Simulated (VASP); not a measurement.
# Y2ScAs3 (R-3m) in VASP: notebook

Y2ScAs3 is run at these levels: PBE; tasks: single point.

Program: VASP 6.6.1. These are calculated values, not measurements. Logs are shortened: lines on timing, memory, paths and dates and some standing lists are left out, and cuts for length are marked.

## Step 1: The cell of the first run

It takes space group R-3m (No. 166, trigonal). The conventional cell has a = 6.508 Å, b = 6.508 Å, c = 12.081 Å, α = 90.00°, β = 90.00°, γ = 120.00°. Y (site symmetry 3m) has 3 As at 2.21 Å and 1 Sc at 2.87 Å within 2.9 Å. Sc (site symmetry -3m) has 8 Y at 2.87 to 3.93 Å and 6 As at 3.25 Å within 4.0 Å. Within 2.9 Å of As (site symmetry 2/m) lie 2 Y at 2.21 Å.

The cell was built from a structure type or drawn by symmetry, and may not be a known phase.

## Step 2: Single point, PBE

INCAR reads:

```
SYSTEM = Y2ScAs3
ALGO = Normal ; EDIFF = 1E-6
ENCUT = 520 ; GGA = PE
ISIF = 2 ; ISMEAR = 0
LASPH = .True. ; LCHARG = .False.
LREAL = .False. ; LWAVE = .False.
NBANDS = 33 ; NELM = 100
PREC = Accurate ; SIGMA = 0.1
```

KPOINTS reads:

```
k-points
0
Gamma
  3 3 3
  0 0 0
```

POSCAR reads:

```
Y2ScAs3
1.0
    3.2541403700      1.8787788200      4.0268806100
   -3.2541403700      1.8787788200      4.0268806100
    0.0000000000     -3.7575576300      4.0268806100
Y Sc As
2 1 3
Direct
    0.7625199300      0.7625199300      0.7625199300
    0.2374800700      0.2374800700      0.2374800700
    0.0000000000      0.0000000000      0.0000000000
    0.5000000000      0.5000000000      0.0000000000
    0.0000000000      0.5000000000      0.5000000000
    0.5000000000      0.0000000000      0.5000000000
```

Potentials or basis: VASP PAW PBE potentials, release 64 (Y_sv, Sc_sv, As).

Command:

```sh
$ cat potpaw_PBE.64/Y_sv/POTCAR potpaw_PBE.64/Sc_sv/POTCAR potpaw_PBE.64/As/POTCAR > POTCAR
$ mpirun -np 1 vasp_std > vasp.out
```

OUTCAR:

```text
SYSTEM = Y2ScAs3
   EDIFF = 1E-6
   ENCUT = 520
   GGA = PE
   ISIF = 2
   ISMEAR = 0
   LASPH = .True.
   LREAL = .False.
   NELM = 100
   PREC = Accurate

 ion  position               nearest neighbor table
   1  0.763  0.763  0.763-   4 2.21   5 2.21   6 2.21   3 2.87   2 4.13   2 4.13   2 4.13
   2  0.237  0.237  0.237-   4 2.21   5 2.21   6 2.21   3 2.87   1 4.13   1 4.13   1 4.13
   3  0.000  0.000  0.000-   1 2.87   2 2.87
   4  0.500  0.500  0.000-   1 2.21   2 2.21
   5  0.000  0.500  0.500-   1 2.21   2 2.21
   6  0.500  0.000  0.500-   1 2.21   2 2.21

  LATTYP: Found a trigonal (rhomboedric) cell.
 ALAT       =     5.5077224739
 COS(alpha) =     0.3018343724

  Lattice vectors:

 A1 = (   3.2541403700,   1.8787788200,   4.0268806100)
 A2 = (  -3.2541403700,   1.8787788200,   4.0268806100)
 A3 = (   0.0000000000,  -3.7575576300,   4.0268806100)

Analysis of symmetry for initial positions (statically):
=====================================================================
 Subroutine PRICEL returns:
 Original cell was already a primitive cell.

 Routine SETGRP: Setting up the symmetry group for a
 trigonal (rhombohedral) supercell.

 Subroutine GETGRP returns: Found 12 space group operations
 (whereof 12 operations were pure point group operations)
 out of a pool of 12 trial point group operations.

The static configuration has the point symmetry D_3d.

Analysis of symmetry for dynamics (positions and initial velocities):
=====================================================================
 Subroutine PRICEL returns:
 Original cell was already a primitive cell.

 Routine SETGRP: Setting up the symmetry group for a
 trigonal (rhombohedral) supercell.

 Subroutine GETGRP returns: Found 12 space group operations
 (whereof 12 operations were pure point group operations)
 out of a pool of 12 trial point group operations.

The dynamic configuration has the point symmetry D_3d.

 Subroutine INISYM returns: Found 12 space group operations
 (whereof 12 operations are pure point group operations),
 and found     1 'primitive' translations

----------------------------------------------------------------------------------------

                                     Primitive cell

  volume of cell :     147.7175

  direct lattice vectors                    reciprocal lattice vectors
     3.254140370  1.878778820  4.026880610     0.153650409  0.088710105  0.082777059
    -3.254140370  1.878778820  4.026880610    -0.153650409  0.088710105  0.082777059
     0.000000000 -3.757557630  4.026880610     0.000000000 -0.177420211  0.082777059

  length of vectors
     5.507722474  5.507722474  5.507722468     0.195780419  0.195780419  0.195780419

  position of ions in fractional coordinates (direct lattice)
     0.762519930  0.762519930  0.762519930
     0.237480070  0.237480070  0.237480070
     0.000000000  0.000000000  0.000000000
     0.500000000  0.500000000  0.000000000
     0.000000000  0.500000000  0.500000000
     0.500000000  0.000000000  0.500000000

  ion indices of the primitive-cell ions
   primitive index   ion index
                 1           1
                 2           2
                 3           3
                 4           4
                 5           5
                 6           6

----------------------------------------------------------------------------------------

 KPOINTS: k-points

Automatic generation of k-mesh.
 Grid dimensions read from file:
 generate k-points for:    3    3    3

 Generating k-lattice:

  Cartesian coordinates                     Fractional coordinates (reciprocal lattice)
     0.051216803  0.029570035  0.027592353     0.333333333 -0.000000000  0.000000000
    -0.051216803  0.029570035  0.027592353    -0.000000000  0.333333333  0.000000000
     0.000000000 -0.059140070  0.027592353     0.000000000  0.000000000  0.333333333

  Length of vectors
     0.065260140  0.065260140  0.065260140

  Shift w.r.t. Gamma in fractional coordinates (k-lattice)
     0.000000000  0.000000000  0.000000000

 Subroutine IBZKPT returns following result:
 ===========================================

 Found      6 irreducible k-points:

 Following reciprocal coordinates:
            Coordinates               Weight
  0.000000  0.000000  0.000000      1.000000
  0.333333  0.000000  0.000000      6.000000
  0.333333  0.333333  0.000000      6.000000
 -0.333333  0.333333  0.000000      6.000000
  0.333333  0.333333  0.333333      2.000000
 -0.333333  0.333333  0.333333      6.000000
   k-points           NKPTS =      6   k-points in BZ     NKDIM =      6   number of bands    NBANDS=     33
   number of dos      NEDOS =    301   number of ions     NIONS =      6
   total plane-waves  NPLWV =  74088
   dimension x,y,z NGX =    42 NGY =   42 NGZ =   42
   dimension x,y,z NGXF=    84 NGYF=   84 NGZF=   84
   ions per type =               2   1   3
   NGX,Y,Z   is equivalent  to a cutoff of  12.68, 12.68, 12.68 a.u.
   NGXF,Y,Z  is equivalent  to a cutoff of  25.35, 25.35, 25.35 a.u.
 SYSTEM =  Y2ScAs3
   PREC   = accura    normal or accurate (medium, high low for compatibility)
   ISTART =      0    job   : 0-new  1-cont  2-samecut
   ICHARG =      2    charge: 1-file 2-atom 10-const
   ISPIN  =      1    spin polarized calculation?
   LNONCOLLINEAR =      F non collinear calculations
   LSORBIT =      F    spin-orbit coupling
   LASPH  =      T    aspherical Exc in radial PAW
   ENCUT  =  520.0 eV  38.22 Ry    6.18 a.u.  10.24 10.24 10.24*2*pi/ulx,y,z
   NELM   =    100;   NELMIN=  2; NELMDL= -5     # of ELM steps
   EDIFF  = 0.1E-05   stopping-criterion for ELM
   LREAL  =      F    real-space projection
   EDIFFG = 0.1E-04   stopping-criterion for IOM
   NSW    =      0    number of steps for IOM
   IBRION =     -1    ionic relax: 0-MD 1-quasi-New 2-CG
   NFREE  =      0    steps in history (QN), initial steepest desc. (CG)
   ISIF   =      2    stress and relaxation
   ISYM   =      2    0-nonsym 1-usesym 2-fastsym
   POTIM  = 0.5000    time-step for ionic-motion
   TEBEG  =    0.0;   TEEND  =   0.0 temperature during run
   PSTRESS=    0.0 pullay stress
   NELECT =      48.0000    total number of electrons
   NUPDOWN=      -1.0000    fix difference up-down
   EMIN   =  10.00;   EMAX   =-10.00  energy-range for DOS
   EFERMI =   0.00;   METHOD = LEGACY
   ISMEAR =     0;   SIGMA  =   0.10  broadening in eV -4-tet -1-fermi 0-gaus
   EFERMI_NEDOS =   21; number of points for ismear=-14 and -15
   IALGO  =     38    algorithm
   IMIX   =      4    mixing-type and parameters
     AMIX     =   0.40;   BMIX     =  1.00
     AMIX_MAG =   1.60;   BMIX_MAG =  1.00
  volume/ion in A,a.u.               =      24.62       166.14
  Fermi-wavevector in a.u.,A,eV,Ry     =   1.125498  2.126882 17.235112  1.266745
  Thomas-Fermi vector in A             =   2.262175
   LORBIT       =      0    0 simple, 1 ext, 2 COOP (PROOUT), +10 PAW based schemes
   GGA     = PE    functional components
   LHFCALC =     F    Hartree Fock is set to
   AEXX    =    0.0000 exact exchange contribution
   IVDW    =     0    specifies the selected vdW correction
   LEPSILON=     F    determine dielectric tensor
   LRPA    =     F    only Hartree local field effects (RPA)
 non-spin polarized calculation
 Gauss-broadening in eV      SIGMA  =   0.10
  energy-cutoff  :      520.00
  volume of cell :      147.72
 maximum number of plane-waves:      3986
 NGX is ok and might be reduce to    42
   NGX = 21   NGY = 21   NGZ = 21

 number of electron      47.9999997 magnetization

 Free energy of the ion-electron system (eV)
  ---------------------------------------------------
  ext. energy  EPLUGINS =         0.00000000
  ---------------------------------------------------
  free energy    TOTEN  =       -23.09571896 eV

  energy without entropy =      -23.06904484  energy(sigma->0) =      -23.08238190

 E-fermi :   3.4409     XC(G=0):  -9.4992

 val. band max:        3.4224636739   @ k =   0.3333   0.3333   0.3333
 cond. band min:       3.4697255367   @ k =  -0.3333   0.3333   0.3333
 fundamental gap:      0.0472618628
 Fermi energy:         3.4408811380

 k-point     1 :       0.0000    0.0000    0.0000
  band No.  band energies     occupation
      1     -46.9254      2.00000
      2     -37.3557      2.00000
      3     -37.3493      2.00000
      4     -25.6561      2.00000
      5     -25.5312      2.00000
      6     -25.5312      2.00000
[... 25 lines left out ...]
     32       6.5618      0.00000
     33       6.5619      0.00000

 k-point     2 :       0.3333    0.0000    0.0000
  band No.  band energies     occupation
      1     -46.9253      2.00000
      2     -37.3549      2.00000
      3     -37.3501      2.00000
      4     -25.6560      2.00000
      5     -25.5316      2.00000
      6     -25.5312      2.00000
[... 25 lines left out ...]
     32       6.7223      0.00000
     33       7.7230      0.00000

 k-point     3 :       0.3333    0.3333    0.0000
  band No.  band energies     occupation
      1     -46.9253      2.00000
      2     -37.3546      2.00000
      3     -37.3504      2.00000
      4     -25.6560      2.00000
      5     -25.5318      2.00000
      6     -25.5314      2.00000
[... 25 lines left out ...]
     32       6.1901      0.00000
     33       6.2758      0.00000

 k-point     4 :      -0.3333    0.3333    0.0000
  band No.  band energies     occupation
      1     -46.9253      2.00000
      2     -37.3531      2.00000
      3     -37.3519      2.00000
      4     -25.6560      2.00000
      5     -25.5318      2.00000
      6     -25.5314      2.00000
[... 25 lines left out ...]
     32       6.6200      0.00000
     33       7.5321      0.00000

 k-point     5 :       0.3333    0.3333    0.3333
  band No.  band energies     occupation
      1     -46.9253      2.00000
      2     -37.3595      2.00000
      3     -37.3453      2.00000
      4     -25.6559      2.00000
      5     -25.5316      2.00000
      6     -25.5316      2.00000
[... 25 lines left out ...]
     32       6.0785      0.00000
     33       6.0785      0.00000

 k-point     6 :      -0.3333    0.3333    0.3333
  band No.  band energies     occupation
      1     -46.9253      2.00000
      2     -37.3577      2.00000
      3     -37.3472      2.00000
      4     -25.6559      2.00000
      5     -25.5317      2.00000
      6     -25.5317      2.00000
[... 25 lines left out ...]
     32       6.0800      0.00000
     33       7.0389      0.00000

------------------------ aborting loop because EDIFF is reached ----------------------------------------

  FORCE on cell =-STRESS in cart. coord.  units (eV):
  Direction    XX          YY          ZZ          XY          YZ          ZX
  --------------------------------------------------------------------------------------
  -------------------------------------------------------------------------------------
  Total       34.6745775     34.6745774     38.6631220      0.0000000      0.0000000      0.0000000
  in kB      376.0882967    376.0882959    419.3489510      0.0000000      0.0000003      0.0000000
  external PRESSURE =     390.5085145 kB  Pullay stress =       0.0000000 kB

 VOLUME and BASIS-vectors are now :
 -----------------------------------------------------------------------------
  energy-cutoff  :      520.00
  volume of cell :      147.72
      direct lattice vectors                 reciprocal lattice vectors
     3.254140370  1.878778820  4.026880610     0.153650409  0.088710105  0.082777059
    -3.254140370  1.878778820  4.026880610    -0.153650409  0.088710105  0.082777059
     0.000000000 -3.757557630  4.026880610     0.000000000 -0.177420211  0.082777059

 POSITION                                       TOTAL-FORCE (eV/Angst)
 -----------------------------------------------------------------------------------
      0.00000      0.00000      9.21173         0.000000      0.000000     13.559348
      0.00000      0.00000      2.86891         0.000000     -0.000000    -13.559348
      0.00000      0.00000      0.00000         0.000000     -0.000000      0.000000
      0.00000      1.87878      4.02688        -0.000000     -0.000000      0.000000
     -1.62707     -0.93939      4.02688         0.000000     -0.000000      0.000000
      1.62707     -0.93939      4.02688         0.000000     -0.000000      0.000000
 -----------------------------------------------------------------------------------
    total drift:                                0.000000     -0.000000      0.000000

  FREE ENERGIE OF THE ION-ELECTRON SYSTEM (eV)
  ---------------------------------------------------
  free  energy   TOTEN  =       -23.0957189562 eV

  energy  without entropy=      -23.0690448442  energy(sigma->0) =      -23.08238190
```

Run time: 43 s. Hardware: 1 thread of Intel Xeon Platinum 8488C (Sapphire Rapids), shared host; peak memory 0.27 GiB.

Results:

```
Free energy            : -23.0957 eV
Pressure               : 39.1 GPa
Largest force          : 13.559 eV/Å
Band gap on the k mesh : zero (bands 24 and 25 overlap by 0.22 eV)
```

Forces in eV/Å, atoms in the order of the input:
```
Y     0.000   0.000  13.559
Y     0.000   0.000 -13.559
Sc    0.000   0.000   0.000
As    0.000   0.000   0.000
As    0.000   0.000   0.000
As    0.000   0.000   0.000
```

Levels at points of the mesh, in eV from the Fermi level:
| k point | band 20 | band 21 | band 22 | band 23 | band 24 | band 25 | band 26 | band 27 | band 28 | band 29 |
| --- | --- | --- | --- | --- | --- | --- | --- | --- | --- | --- |
| (0.00, 0.00, 0.00) | -0.81 | -0.81 | -0.26 | -0.26 | -0.20 | 0.47 | 0.47 | 0.79 | 0.86 | 0.86 |

Caveat: the k points lie up to 0.41 Å⁻¹ apart; forces of over 1 eV/Å act on the atoms, so gaps and moduli don't describe the material at rest.

## Step 3: Single point, PBE

This run uses another cell than the first one, of 29.44 Å³/atom.

INCAR reads:

```
PREC = Accurate
ENCUT = 520
EDIFF = 1E-7
ISMEAR = 0
SIGMA = 0.1
LREAL = False
LASPH = True
NELM = 60
ALGO = Normal
ISIF = 2
LWAVE = False
LCHARG = True
GGA = PE
LELF = True
LVHAR = True
NBANDS = 33
```

KPOINTS reads:

```
Automatic mesh
0
Gamma
  3 3 3
```

POSCAR reads:

```
Y2ScAs3
1.0
    2.9171661724      1.6842266774      5.9929793617
   -2.9171661724      1.6842266774      5.9929793617
    0.0000000000     -3.3684533473      5.9929793638
Y Sc As
2 1 3
Direct
    0.7887121571      0.7887121571      0.7887121571
    0.2112878429      0.2112878429      0.2112878429
    0.0000000000      0.0000000000      0.0000000000
    0.5000000000      0.5000000000      0.0000000000
    0.0000000000      0.5000000000      0.5000000000
    0.5000000000      0.0000000000      0.5000000000
```

Potentials or basis: VASP PAW PBE potentials, release 64 (Y_sv, Sc_sv, As).

Command:

```sh
$ cat potpaw_PBE.64/Y_sv/POTCAR potpaw_PBE.64/Sc_sv/POTCAR potpaw_PBE.64/As/POTCAR > POTCAR
$ mpirun -np 1 vasp_std > vasp.out
```

Wall time 80 s (1 thread of Intel Xeon Platinum 8488C (Sapphire Rapids), shared host); peak memory 0.41 GiB.

Results (log left out):

```yaml
Free_energy: -34.5639 eV
Pressure: 0.1 GPa
Largest_force: 0.023 eV/Å
Band_gap_on_the_k_mesh: zero (bands 24 and 25 overlap by 0.25 eV)
```

Forces in eV/Å, atoms in the order of the input:
```
Y    0.000  0.000  0.023
Y    0.000  0.000 -0.023
Sc   0.000  0.000  0.000
As   0.000  0.000  0.000
As   0.000  0.000  0.000
As   0.000  0.000  0.000
```

Stress tensor (GPa, compression positive):
```
0.08 0.00 0.00
0.00 0.08 0.00
0.00 0.00 0.17
```

Levels at points of the mesh, in eV from the Fermi level:
| k point | band 20 | band 21 | band 22 | band 23 | band 24 | band 25 | band 26 | band 27 | band 28 | band 29 |
| --- | --- | --- | --- | --- | --- | --- | --- | --- | --- | --- |
| (0.00, 0.00, 0.00) | -1.92 | -1.42 | -1.42 | 0.17 | 0.17 | 1.14 | 1.30 | 1.71 | 1.71 | 1.72 |

Caveat: the k points lie up to 0.43 Å⁻¹ apart.
